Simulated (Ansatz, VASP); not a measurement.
**One calculation of C, two programs**

INCAR

```
SYSTEM = C
ALGO     = Normal         ! electronic algorithm
EDIFF    = 1E-7           ! SCF threshold, eV
ENCUT    = 520            ! plane-wave cutoff, eV
GGA      = PE             ! functional
ISIF     = 2              ! what is computed and relaxed
ISMEAR   = 0              ! smearing method
LASPH    = .True.         ! aspherical terms in the spheres
LCHARG   = .False.        ! write CHGCAR
LREAL    = .False.        ! projectors in reciprocal space
LWAVE    = .False.        ! write WAVECAR
NBANDS   = 11             ! bands
NELM     = 80             ! most SCF steps
PREC     = Accurate       ! precision mode
SIGMA    = 0.05           ! smearing width, eV
```

File KPOINTS:

```
k-points
0
Gamma
  12 12 12
  0 0 0
```

The input POSCAR:

```
C
1.0
    0.0000000000      1.7834000000      1.7120640000
    1.7834000000      0.0000000000      1.7120640000
    1.7834000000      1.7834000000      0.0000000000
C
2
Direct
    0.5000000000      0.5000000000      0.5000000000
    0.7500000000      0.7500000000      0.7500000000
```

Input for Ansatz:

```yaml
crystal:
  lattice:
    - [0.0, 1.7834, 1.712064]
    - [1.7834, 0.0, 1.712064]
    - [1.7834, 1.7834, 0.0]
  atoms:
    - { symbol: C, position: [0.5, 0.5, 0.5] }
    - { symbol: C, position: [0.75, 0.75, 0.75] }
basis:
  ecutwfc: 420
kpoints:
  mp_grid: { grid: [12, 12, 12] }
hamiltonian:
  xc: pbe
scf:
  occupations: { method: gaussian, width: 0.05 }
output:
  forces: true
  stress: true
  eigenvalues: true
```

Change from the starting cell: strain +0.000 along x and y, -0.040 along z, atoms carried along.

Alike in both runs: task single point; functional PBE; k mesh 12 × 12 × 12; occupations gaussian, width 0.05 eV; no spin polarisation.

|  | VASP | Ansatz |
| --- | --- | --- |
| version | VASP 6.6.1 | Ansatz 0.2.0 |
| potentials or method | VASP PAW PBE potentials, release 64 (C), cutoff 520 eV | scalar-relativistic, plane waves, PAW |
| valence electrons in the cell | 8 | 8 |

|  | VASP | Ansatz | Ansatz less VASP |
| --- | --- | --- | --- |
| gap on the k mesh at the Fermi level (eV) | 3.20 | 3.21 | +0.007 |
| least direct gap on the mesh (eV) | 4.97 | 4.98 | +0.006 |
| pressure (GPa) | 22.0 | 21.1 | -0.85 |
| traceless stress, the component that is largest in VASP (GPa) | 25.29 | 25.32 | +0.027 |

With one functional, cell and mesh, what is left measures potentials, basis and numerics.
